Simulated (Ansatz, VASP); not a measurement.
NiO: VASP beside Ansatz

```xyz
2
Lattice="0.0000 2.0984 2.0984 2.0984 0.0000 2.0984 2.0984 2.0984 0.0000" Properties=species:S:1:pos:R:3 pbc="T T T"
Ni    0.0000    0.0000    0.0000
O     2.0984    2.0984    2.0984
```

Alike in both runs: task single point; functional PBEsol; k mesh 18 × 18 × 18; occupations gaussian, width 0.1 eV; collinear spin.

|  | VASP | Ansatz |
| --- | --- | --- |
| version | VASP 6.6.1 | Ansatz 0.2.0 |
| potentials or method | VASP PAW PBE potentials, release 64 (Ni, O), cutoff 520 eV | scalar-relativistic, plane waves, PAW |
| valence electrons in the cell | 16 | 24 |

Ansatz gave:

* gap on the k mesh at the Fermi level (eV): none
* pressure (GPa): -9.7
* net moment per atom (μB): 0.77
* size of the moment on the site where the two differ most (μB): 0.24

Problem. Estimate VASP's values.

Solution. gap on the k mesh at the Fermi level (eV): none; pressure (GPa): -10.0; net moment per atom (μB): 0.74; size of the moment on the site where the two differ most (μB): 0.22.

VASP's potentials were made for PBE, not for PBEsol. Site moments also hang on the region over which each program counts them. A gap of «none» marks a metal or a gap that the smearing closes. The functional is the same, so the differences come from potentials, cutoffs and numerics. VASP's potentials hold 16 valence electrons a cell and Ansatz's 24, so a difference there can come from the potentials and not from the codes.
